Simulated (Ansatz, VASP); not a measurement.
One calculation of MoF2, two programs

```
CELL_PARAMETERS angstrom
1.35770 0.78387 5.25682
-1.35770 0.78387 5.25682
0.00000 -1.56774 5.25682
ATOMIC_POSITIONS crystal
Mo 0.00000 0.00000 0.00000
F 0.74840 0.74840 0.74840
F 0.58490 0.58490 0.58490
```

Alike in both runs: task relaxation of cell and atoms; functional PBE; k mesh 6 × 6 × 6; occupations gaussian, width 0.1 eV; collinear spin.

```csv
,VASP,Ansatz
version,VASP 6.6.1,Ansatz 0.2.0
potentials or method,"VASP PAW PBE potentials, release 64 (Mo_sv, F), cutoff 600 eV","scalar-relativistic, plane waves, PAW"
valence electrons in the cell,28,28
```

```csv
,VASP,Ansatz,Ansatz less VASP
"gap on the k mesh at the Fermi level, each at its own relaxed structure (eV)",none,none,-
net moment per atom (μB),0.30,0.30,0.000
size of the moment on the site where the two differ most (μB),0.67,0.51,-0.156
relaxed volume (Å³/atom),12.95,13.43,+0.484
relaxed length of the cell vector where the two differ most in proportion (Å),6.051,6.269,+0.2179
```

Site moments also hang on the region over which each program counts them. A gap of «none» marks a metal or a gap that the smearing closes.

The k mesh is coarse, so the values compare programs but aren't converged. Noted on VASP's run: the volume moved by over 15 % at a fixed basis, so the end points are rough.
